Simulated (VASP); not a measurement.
Set up this calculation in VASP 6.6.1, as the native input.

```yaml
Task: single point
Functional: RPBE
Potentials_or_basis: VASP PAW PBE potentials, release 64 (Be)
Cutoff: 520 eV
k_mesh: 13 × 13 × 19
Occupations: fermi-dirac, width 0.1 eV
Spin: no spin polarisation
Dipole_correction: no
Further_INCAR_settings: ALGO = Normal; EDIFF = 1e-06; NBANDS = 10
```

The structure of Be lies in POSCAR:

```
Be
1.0
    3.5992973692      0.0000000000      0.0000000000
   -1.7996486846      3.1170829576      0.0000000000
    0.0000000000      0.0000000000      2.2164995595
Be
3
Direct
    0.0000000000      0.0000000000      0.0000000000
    0.3333333333      0.6666666667      0.5000000000
    0.6666666667      0.3333333333      0.5000000000
```

These files were run (other wordings do the same):

INCAR

```
PREC = Accurate
ENCUT = 520
EDIFF = 1E-6
ISMEAR = -1
SIGMA = 0.1
LREAL = F
LASPH = T
NELM = 60
ALGO = Normal
ISIF = 2
LWAVE = F
LCHARG = F
GGA = RP
NBANDS = 10
```

KPOINTS

```
regular mesh
0
Gamma
  13 13 19
```

Potentials or basis: VASP PAW PBE potentials, release 64 (Be).

Launch:

```bash
$ cat potpaw_PBE.64/Be/POTCAR > POTCAR
$ mpirun -np 1 vasp_std > vasp.out
```

It gave:

| Item | Value |
| --- | --- |
| Pressure | 0.1 GPa |
| Band gap on the k mesh | zero (band 3 reaches 10.98 eV, above the bottom of band 4 at 6.40 eV) |

Caveat: the PAW data sets were made with another functional, which shifts forces and pressure a little.

Wall time 18 s on 1 thread of Intel(R) Xeon(R) 6975P-C (Granite Rapids) (shared host), peak memory 0.16 GiB.
